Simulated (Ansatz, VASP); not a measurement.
## One calculation of Ge, two programs

Contents of INCAR:

```
SYSTEM = Ge
PREC     = Accurate       ! precision mode
ENCUT    = 520            ! plane-wave cutoff, eV
EDIFF    = 1E-8           ! SCF threshold, eV
ISMEAR   = -1             ! smearing method
SIGMA    = 0.05           ! smearing width, eV
LREAL    = .False.        ! projectors in reciprocal space
LASPH    = .True.         ! aspherical terms in the spheres
NELM     = 100            ! most SCF steps
ALGO     = Normal         ! electronic algorithm
ISIF     = 2              ! what is computed and relaxed
LWAVE    = .False.        ! write WAVECAR
LCHARG   = .False.        ! write CHGCAR
LEFG     = .True.       
NBANDS   = 21             ! bands
```

Contents of KPOINTS:

```
Automatic mesh
0
Gamma
  10 10 10
  0 0 0
```

POSCAR

```
Ge
1.0
    0.0565754000      2.8570577000      2.8570577000
    2.8570577000      0.0565754000      2.8570577000
    2.8570577000      2.8570577000      0.0565754000
Ge
2
Direct
    0.5000000000      0.5000000000      0.5000000000
    0.7500000000      0.7500000000      0.7500000000
```

Input for Ansatz:

```yaml
crystal:
  lattice:
    - [0.0565754, 2.8570577, 2.8570577]
    - [2.8570577, 0.0565754, 2.8570577]
    - [2.8570577, 2.8570577, 0.0565754]
  atoms:
    - { symbol: Ge, position: [0.5, 0.5, 0.5] }
    - { symbol: Ge, position: [0.75, 0.75, 0.75] }
kpoints:
  mp_grid: { grid: [10, 10, 10] }
scf:
  occupations: { method: fermi_dirac, width: 0.05 }
hamiltonian:
  xc: lda
  pseudopotentials: { kind: paw }
output:
  forces: true
  stress: true
  eigenvalues: true
  efg: { contact_densities: true }
```

Change from the starting cell: equal xy, yz and zx shear strains of +2 %, PAW files.

Alike in both runs: task electric field gradients; functional LDA; k mesh 10 × 10 × 10; occupations fermi-dirac, width 0.05 eV; no spin polarisation.

|  | VASP | Ansatz |
| --- | --- | --- |
| version | VASP 6.6.1 | Ansatz 0.2.0 |
| potentials or method | VASP PAW LDA potentials, release 64 (Ge_d) | PAW with Ansatz's default frozen-core files, scalar-relativistic |
| plane-wave cutoff (eV) | 520 | 420 |
| valence electrons in the cell | 28 | 28 |

```tsv
	VASP	Ansatz	Ansatz less VASP
pressure (GPa)	-1.0	-1.1	-0.11
traceless stress, the component that is largest in VASP (GPa)	-1.54	-1.53	+0.014
rms of the force components (eV/Å)	0.144	0.143	-0.0019
size of Vzz on the site where it differs most (V/Å²)	19.5	19.3	-0.28
```

LDA's correlation is that of Perdew and Zunger in VASP and of Perdew and Wang (1992) in Ansatz. Atom by atom the forces differ by 0.002 eV/Å (rms over components).
